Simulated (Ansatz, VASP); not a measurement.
# ZnS: VASP beside Ansatz

INCAR

```
ALGO = Normal
EDIFF = 1E-6
ENCUT = 520
GGA = PE
ISIF = 2
ISMEAR = 0
LASPH = T
LCHARG = F
LREAL = F
LWAVE = F
NBANDS = 46
NELM = 80
PREC = Accurate
SIGMA = 0.05
```

KPOINTS

```
k-points
0
Gamma
  9 9 4
```

POSCAR

```
ZnS
1.0
    3.5209448620      0.0000000000      0.0000000000
   -1.7604724310      3.0492276958      0.0000000000
    0.0000000000      0.0000000000     13.8239337171
Zn S
4 4
Direct
    0.0000000000      0.0000000000      0.0000492057
    0.0000000000      0.0000000000      0.5000492057
    0.3333333333      0.6666666667      0.2500242903
    0.6666666667      0.3333333333      0.7500242903
    0.0000000000      0.0000000000      0.1872905901
    0.0000000000      0.0000000000      0.6872905901
    0.3333333333      0.6666666667      0.4376359138
    0.6666666667      0.3333333333      0.9376359138
```

Input for Ansatz:

```yaml
crystal:
  lattice:
    - [3.520944862, 0.0, 0.0]
    - [-1.760472431, 3.0492276958, 0.0]
    - [0.0, 0.0, 13.8239337171]
  atoms:
    - { symbol: Zn, position: [0.0, 0.0, 4.92057e-05] }
    - { symbol: Zn, position: [0.0, 0.0, 0.5000492057] }
    - { symbol: Zn, position: [0.3333333333, 0.6666666667, 0.2500242903] }
    - { symbol: Zn, position: [0.6666666667, 0.3333333333, 0.7500242903] }
    - { symbol: S, position: [0.0, 0.0, 0.1872905901] }
    - { symbol: S, position: [0.0, 0.0, 0.6872905901] }
    - { symbol: S, position: [0.3333333333, 0.6666666667, 0.4376359138] }
    - { symbol: S, position: [0.6666666667, 0.3333333333, 0.9376359138] }
basis:
  ecutwfc: 520.0
kpoints:
  mp_grid: { grid: [9, 9, 4] }
hamiltonian:
  xc: pbe
scf:
  occupations: { method: gaussian, width: 0.05 }
output:
  forces: true
  stress: true
  eigenvalues: true
  write_density: true
  write_potential: true
  elf: true
  volumetric_format: npy
```

Alike in both runs: task single point; functional PBE; k mesh 9 × 9 × 4; occupations gaussian, width 0.05 eV; no spin polarisation.

```csv
,VASP,Ansatz
version,VASP 6.6.1,Ansatz 0.2.0
potentials or method,"VASP PAW PBE potentials, release 64 (Zn, S), cutoff 520 eV","scalar-relativistic, plane waves, PAW"
valence electrons in the cell,72,72
```

|  | VASP | Ansatz | Ansatz less VASP |
| --- | --- | --- | --- |
| gap on the k mesh at the Fermi level (eV) | 1.35 | 1.35 | 0.000 |
| least direct gap on the mesh (eV) | 1.35 | 1.35 | 0.000 |
| pressure (GPa) | 11.3 | 11.1 | -0.17 |
| traceless stress, the component that is largest in VASP (GPa) | -16.77 | -16.69 | +0.085 |
| rms of the force components (eV/Å) | 0.562 | 0.553 | -0.0090 |

Atom by atom the forces differ by 0.009 eV/Å (rms over components). With one functional, cell and mesh, what is left measures potentials, basis and numerics.
